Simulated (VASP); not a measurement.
Wanted: the native input for a VASP 6.6.1 run.

```yaml
Task: single point
Functional: PBE
Potentials_or_basis: VASP PAW PBE potentials, release 64 (Y_sv, F)
Cutoff: 520 eV
k_mesh: 8 × 8 × 8
Occupations: gaussian, width 0.1 eV
Spin: no spin polarisation
Dipole_correction: no
Further_INCAR_settings: ALGO = Normal; EDIFF = 1e-06; NBANDS = 40
```

The structure of Y5F lies in POSCAR:

```
Y5F
1.0
   -3.8579960317      3.8579960317      2.4272228639
    3.8579960317     -3.8579960317      2.4272228639
    3.8579960317      3.8579960317     -2.4272228639
Y F
5 1
Direct
    0.8991769762      0.6976806799      0.5968576561
    0.1008230238      0.3023193201      0.4031423439
    0.3023193201      0.8991769762      0.2014962962
    0.6976806799      0.1008230238      0.7985037038
    0.5000000000      0.5000000000      0.0000000000
    0.0000000000      0.0000000000      0.0000000000
```

This cell differs from its parent crystal: volume scaled by 0.88, then relaxed in part.

One way to write it, as run:

INCAR

```
PREC     = Accurate       # precision mode
ENCUT    = 520            # plane-wave cutoff, eV
EDIFF    = 1E-6           # SCF threshold, eV
ISMEAR   = 0              # smearing method
SIGMA    = 0.1            # smearing width, eV
LREAL    = F              # projectors in reciprocal space
LASPH    = T              # aspherical terms in the spheres
NELM     = 60             # most SCF steps
ALGO     = Normal         # electronic algorithm
ISIF     = 2              # what is computed and relaxed
LWAVE    = F              # write WAVECAR
LCHARG   = F              # write CHGCAR
GGA      = PE             # functional
NBANDS   = 40             # bands
```

KPOINTS

```
regular mesh
0
Gamma
  8 8 8
```

Potentials or basis: VASP PAW PBE potentials, release 64 (Y_sv, F).

Run with:

```console
$ cat potpaw_PBE.64/Y_sv/POTCAR potpaw_PBE.64/F/POTCAR > POTCAR
$ mpirun -np 1 vasp_std > vasp.out
```

It gave:

```yaml
Pressure: 7.1 GPa
Largest_force: 0.011 eV/Å
Band_gap_on_the_k_mesh: zero (band 31 reaches 4.48 eV, above the bottom of band 32 at 3.96 eV)
```

Wall time 7.8 min on 1 thread of Intel(R) Xeon(R) Platinum 8488C (Sapphire Rapids), with other jobs on the host, peak memory 0.57 GiB.
